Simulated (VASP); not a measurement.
The system is SiC2.

```
CELL_PARAMETERS angstrom
3.37635 0.00000 0.00000
-1.68817 2.92400 0.00000
0.00000 0.00000 8.27033
ATOMIC_POSITIONS crystal
Si 0.33333 0.66667 0.29167
Si 0.66667 0.33333 0.70833
C 0.00000 0.00000 0.62500
C 0.66667 0.33333 0.95833
C 0.00000 0.00000 0.37500
C 0.33333 0.66667 0.04167
```

* Program: VASP 6.6.1
* Task: relaxation of cell and atoms
* Functional: PBE
* Potentials or basis: VASP PAW PBE potentials, release 64 (Si, C)
* Cutoff: 600 eV
* k mesh: 6 × 6 × 2
* Occupations: gaussian, width 0.1 eV
* Spin: no spin polarisation

At the start: pressure -40.5 GPa; volume 13.61 Å³/atom.

Task: How do energy, volume and symmetry change on relaxing?

Result: Over 11 steps the energy falls by 844.7 meV/atom and the volume is 9.10 Å³/atom (-33.1 %); space group P-3m1 (No. 164, to 0.05 Å).

Step by step:
```
step  energy change (eV)  largest force (eV/Å)  pressure (GPa)  volume (Å³)
   1              0.0000                0.6937          -40.48        81.65
   2             -3.6200                3.9736           51.07        47.39
   3             -4.7203                2.4206            0.19        55.52
   4             -4.9080                2.3706            3.19        53.55
   5             -5.0187                0.8782            1.22        54.26
   6             -5.0268                1.0995            0.42        54.51
   7             -5.0561                0.4214            0.62        54.39
   8             -5.0673                0.1315           -0.08        54.66
   9             -5.0684                0.0510            0.06        54.60
  10             -5.0684                0.0554           -0.07        54.62
  11             -5.0685                0.0101           -0.01        54.61
```

Final structure:
```
Si C
1.0
     2.94759    0.00000    0.00000
    -1.47379    2.55269    0.00000
     0.00000    0.00000    7.25770
Si C
2 4
Direct
  0.33333 0.66667 0.29609
  0.66667 0.33333 0.70391
  0.00000 0.00000 0.61046
  0.66667 0.33333 0.96528
  0.00000 0.00000 0.38954
  0.33333 0.66667 0.03472
```

Caveat: the volume moved by over 15 % at a fixed basis, so the end points are rough.
